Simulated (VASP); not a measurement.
Set up this calculation in VASP 6.6.1, as the native input.

```yaml
Task: single point
Functional: LDA
Potentials_or_basis: VASP PAW LDA potentials, release 64 (Cd, F)
Cutoff: 520 eV
k_mesh: 8 × 8 × 8
Occupations: gaussian, width 0.01 eV
Spin: no spin polarisation
Dipole_correction: no
Further_INCAR_settings: ALGO = Normal; EDIFF = 1e-06; NBANDS = 20
```

The structure of CdF2 lies in POSCAR:

```
CdF2
1.0
    0.0000000000      2.6731000000      2.6731000000
    2.6731000000      0.0000000000      2.6731000000
    2.6731000000      2.6731000000      0.0000000000
Cd F
1 2
Direct
    0.0000000000      0.0000000000      0.0000000000
    0.2500000000      0.2500000000      0.2500000000
    0.7500000000      0.7500000000      0.7500000000
```

The input as run:

INCAR

```
ALGO = Normal
EDIFF = 1E-6
ENCUT = 520
ISIF = 2
ISMEAR = 0
LASPH = T
LCHARG = T
LELF = T
LREAL = F
LVHAR = T
LWAVE = F
NBANDS = 20
NELM = 60
PREC = Accurate
SIGMA = 0.01
```

KPOINTS

```
k-points
0
Gamma
  8 8 8
```

Potentials or basis: VASP PAW LDA potentials, release 64 (Cd, F).

Launch:

```console
$ cat potpaw_LDA.64/Cd/POTCAR potpaw_LDA.64/F/POTCAR > POTCAR
$ mpirun -np 1 vasp_std > vasp.out
```

Results of the run:

- Pressure: -2.2 GPa
- Band gap on the k mesh: 2.88 eV, indirect (least direct gap 3.33 eV)

Run time: 8.2 s on 1 thread of Intel(R) Xeon(R) 6975P-C (Granite Rapids), on a shared host, peak memory 0.15 GiB.
